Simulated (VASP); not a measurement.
Runs of VASP 6.6.1 on Ca3TiN. The structure is that of space group Pm-3m (No. 221), or close to it. The cells are those of the table. The cell was built from a structure type or drawn by symmetry, and may not be a known phase.

```tsv
task	cell	k mesh	cutoff (eV)	gap on the mesh (eV)	pressure (GPa)	moment (μB)
relaxation of cell and atoms	relaxed from a = 4.555 Å, 5 atoms	4 × 4 × 4	600	none	0.1	0.00
single point	a = 4.991 Å, 5 atoms	4 × 4 × 4	520	none	-0.9	0.00
single point	a = 4.555 Å, 5 atoms	4 × 4 × 4	520	none	19.3	(a)
single point	a = 4.993 Å, 5 atoms	8 × 8 × 8	520	none	-0.9	0.00
```

Alike in all rows: level PBE; potentials or basis VASP PAW PBE potentials, release 64 (Ca_sv, Ti_sv, N); spin collinear; smearing gaussian 0.1 eV.

Problem. Fill in the values left out.

Solution. (a) 2.65.

Caveats: the cell stands under pressure (at least some runs).

A gap of «none» marks levels without a gap at the run's occupations.
